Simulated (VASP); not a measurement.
Here is a VASP 6.6.1 calculation.

Contents of INCAR:

```
SYSTEM = AlAs
ALGO = Normal
EDIFF = 1E-6
ENCUT = 500
GGA = PE
GGA_COMPAT = .FALSE.
ISIF = 2
ISMEAR = -1
LASPH = .TRUE.
LCHARG = .FALSE.
LREAL = .FALSE.
LWAVE = .FALSE.
NBANDS = 11
NELM = 120
PREC = Accurate
SIGMA = 0.05
```

The input KPOINTS:

```
k-points
0
G
  10 10 10
  0 0 0
```

The input POSCAR:

```
AlAs
1.0
    0.0000000000      2.7731120344      2.7731120344
    2.7731120344      0.0000000000      2.7731120344
    2.7731120344      2.7731120344      0.0000000000
Al As
1 1
Direct
    0.0000000000      0.0000000000      0.0000000000
    0.7500000000      0.7500000000      0.7500000000
```

Potentials or basis: VASP PAW PBE potentials, release 64 (Al, As).

Launch:

```sh
$ cat potpaw_PBE.64/Al/POTCAR potpaw_PBE.64/As/POTCAR > POTCAR
$ mpirun -np 1 vasp_std > vasp.out
```

Question: Predict the band gap on the k mesh.

Answer: 1.32 eV (least direct gap 2.56 eV).

Question: Estimate the pressure.

Answer: 8.3 GPa.

Caveat: the cell stands under pressure. A k mesh can miss the band edges.
